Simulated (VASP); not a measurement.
Wanted: the native input for a VASP 6.6.1 run.

- Task: single point
- Functional: BLYP
- Potentials or basis: VASP PAW PBE potentials, release 64 (Al, Ru_pv)
- Cutoff: 500 eV
- k mesh: 11 × 11 × 11
- Occupations: fermi-dirac, width 0.15 eV
- Spin: no spin polarisation
- Dipole correction: no
- Further INCAR settings: ALGO = Normal; EDIFF = 1e-06; NBANDS = 16

The structure of AlRu lies in POSCAR:

```
AlRu
1.0
    2.9916000000      0.0000000000      0.0000000000
    0.0000000000      2.9916000000      0.0000000000
    0.0000000000      0.0000000000      2.9916000000
Al Ru
1 1
Direct
    0.0000000000      0.0000000000      0.0000000000
    0.5000000000      0.5000000000      0.5000000000
```

These files were run (other wordings do the same):

INCAR

```
SYSTEM = AlRu
AGGAC = 1.0
AGGAX = 1.0
ALDAC = 0.0
ALDAX = 1.0
ALGO = Normal
EDIFF = 1E-6
ENCUT = 500
GGA = B5
GGA_COMPAT = .False.
ISIF = 2
ISMEAR = -1
LASPH = .True.
LCHARG = .False.
LREAL = .False.
LWAVE = .False.
NBANDS = 16
NELM = 120
PREC = Accurate
SIGMA = 0.15
```

KPOINTS

```
k-points
0
Gamma
  11 11 11
  0 0 0
```

Potentials or basis: VASP PAW PBE potentials, release 64 (Al, Ru_pv).

Run with:

```sh
$ cat potpaw_PBE.64/Al/POTCAR potpaw_PBE.64/Ru_pv/POTCAR > POTCAR
$ mpirun -np 1 vasp_std > vasp.out
```

Results of the run:

| Property | Result |
| --- | --- |
| Pressure | 10.2 GPa |
| Band gap on the k mesh | zero (an odd number of electrons rules out a gap without spin polarisation) |

Caveat: the cell stands under pressure; the PAW data sets were made with another functional, which shifts forces and pressure a little.

It took 16 s on 1 thread of Intel(R) Xeon(R) Platinum 8488C (Sapphire Rapids) (shared host), peak memory 0.14 GiB.
